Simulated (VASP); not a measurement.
Input of a VASP 6.6.1 run:

INCAR

```
ALGO = Normal ; EDIFF = 1E-6
ENCUT = 520 ; GGA = PS
ISIF = 2 ; ISMEAR = 0
LASPH = T ; LCHARG = F
LREAL = F ; LWAVE = F
NBANDS = 22 ; NELM = 80
PREC = Accurate ; SIGMA = 0.02
```

The input KPOINTS:

```
k-points
0
Gamma
  8 8 4
```

File POSCAR:

```
Cl
1.0
    3.1200000000     -2.2400000000      0.0000000000
    3.1200000000      2.2400000000      0.0000000000
    0.0000000000      0.0000000000      8.2600000000
Cl
4
Direct
    0.0965178571      0.9034821429      0.1000000000
    0.6300000000      0.3700000000      0.4000000000
    0.8700000000      0.1300000000      0.9000000000
    0.3700000000      0.6300000000      0.6000000000
```

Potentials or basis: VASP PAW PBE potentials, release 64 (Cl).

Launch:

```sh
$ cat potpaw_PBE.64/Cl/POTCAR > POTCAR
$ mpirun -np 1 vasp_std > vasp.out
```

Problem. Estimate the band gap on the k mesh.

Solution. 2.53 eV, indirect (least direct gap 2.56 eV).

Problem. Estimate the pressure.

Solution. 0.2 GPa.

Forces in eV/Å, atoms in the order of the input:
```
Cl   0.000 -0.568  1.004
Cl   0.000  0.262  0.216
Cl   0.000  0.580 -0.995
Cl   0.000 -0.274 -0.225
```

Caveat: the cell differs from its parent crystal (one atom moved); the PAW data sets were made with another functional, which shifts forces and pressure a little. A k mesh can miss the band edges.
